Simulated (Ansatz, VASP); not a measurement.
**One calculation of Ba, two programs**

INCAR

```
SYSTEM = Ba
PREC = Accurate
ENCUT = 520
EDIFF = 1E-6
ISMEAR = -1
SIGMA = 0.1
LREAL = .FALSE.
LASPH = .TRUE.
NELM = 60
ALGO = Normal
ISIF = 2
LWAVE = .FALSE.
LCHARG = .TRUE.
GGA = B5
ALDAX = 1.0
AGGAX = 1.0
AGGAC = 1.0
ALDAC = 0.0
LELF = .TRUE.
LVHAR = .TRUE.
NBANDS = 17
```

KPOINTS

```
regular mesh
0
G
  10 10 7
  0 0 0
```

POSCAR

```
Ba
1.0
   -3.7673597530      3.7666118302      2.0282802414
    3.7666118302     -3.7673597530      2.0282802414
    3.7691821970      3.7691821970     -2.0296500634
Ba
2
Direct
    0.9999757319      0.0000242681      0.0000000000
    0.7500242681      0.2499757319      0.5000000000
```

Input for Ansatz:

```yaml
crystal:
  lattice:
    - [-3.767359753, 3.7666118302, 2.0282802414]
    - [3.7666118302, -3.767359753, 2.0282802414]
    - [3.769182197, 3.769182197, -2.0296500634]
  atoms:
    - { symbol: Ba, position: [0.9999757319, 2.42681e-05, 0.0] }
    - { symbol: Ba, position: [0.7500242681, 0.2499757319, 0.5] }
hamiltonian:
  xc: blyp
  pseudopotentials:
    kind: paw
    azcp:
      Ba: "pseudopotentials/Ba.paw.azcp"
basis:
  ecutwfc: 420
  fft_grid_basis: typed
kpoints:
  mp_grid: { grid: [10, 10, 7], shift: [0, 0, 0] }
magnetization:
  spin_polarized: false
scf:
  occupations: { method: fermi_dirac, width: 0.1 }
  lower_state_search: "off"
output:
  stress: true
```

Alike in both runs: task single point; functional BLYP; k mesh 10 × 10 × 7; occupations fermi-dirac, width 0.1 eV; no spin polarisation.

|  | VASP | Ansatz |
| --- | --- | --- |
| version | VASP 6.6.1 | Ansatz 0.2.0 |
| potentials or method | VASP PAW PBE potentials, release 64 (Ba_sv), cutoff 520 eV | plane waves (420 eV) with PAW, scalar-relativistic |
| valence electrons in the cell | 20 | 20 |

```csv
,VASP,Ansatz,Ansatz less VASP
pressure (GPa),1.2,1.1,-0.12
"traceless stress, the component that is largest in VASP (GPa)",0.07,0.09,+0.018
```

VASP's potentials were made for PBE, not for BLYP. The functional is the same, so the differences come from potentials, cutoffs and numerics.

Spin-orbit coupling is off throughout.
